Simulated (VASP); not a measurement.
Wanted: the native input for a VASP 6.6.1 run.

```
Task                   : single point
Functional             : PBE
Potentials or basis    : VASP PAW PBE potentials, release 64 (C)
Cutoff                 : 520 eV
k mesh                 : 30 × 30 × 30
Occupations            : gaussian, width 0.1 eV
Spin                   : no spin polarisation
Dipole correction      : no
Further INCAR settings : ALGO = Normal; EDIFF = 1e-06; NBANDS = 8
```

The structure of C lies in POSCAR:

```
C
1.0
    0.0000000000      1.5415615290      1.5415615290
    1.5415615290      0.0000000000      1.5415615290
    1.5415615290      1.5415615290      0.0000000000
C
1
Direct
    0.0000000000      0.0000000000      0.0000000000
```

These files were run (other wordings do the same):

INCAR

```
ALGO     = Normal         # electronic algorithm
EDIFF    = 1E-6           # SCF threshold, eV
ENCUT    = 520            # plane-wave cutoff, eV
GGA      = PE             # functional
ISIF     = 2              # what is computed and relaxed
ISMEAR   = 0              # smearing method
LASPH    = True           # aspherical terms in the spheres
LCHARG   = True           # write CHGCAR
LELF     = True           # ELF
LREAL    = False          # projectors in reciprocal space
LVHAR    = True         
LWAVE    = False          # write WAVECAR
NBANDS   = 8              # bands
NELM     = 60             # most SCF steps
PREC     = Accurate       # precision mode
SIGMA    = 0.1            # smearing width, eV
```

KPOINTS

```
k-points
0
Gamma
  30 30 30
```

Potentials or basis: VASP PAW PBE potentials, release 64 (C).

Command:

```sh
$ cat potpaw_PBE.64/C/POTCAR > POTCAR
$ mpirun -np 1 vasp_std > vasp.out
```

It gave:

The pressure is 0.1 GPa and the band gap on the k mesh is zero (bands 2 and 3 overlap by 11.10 eV).

It took 20 s on 1 thread of AMD EPYC 7R43 64-Core Processor (Zen 3) (shared host), peak memory 0.1 GiB.
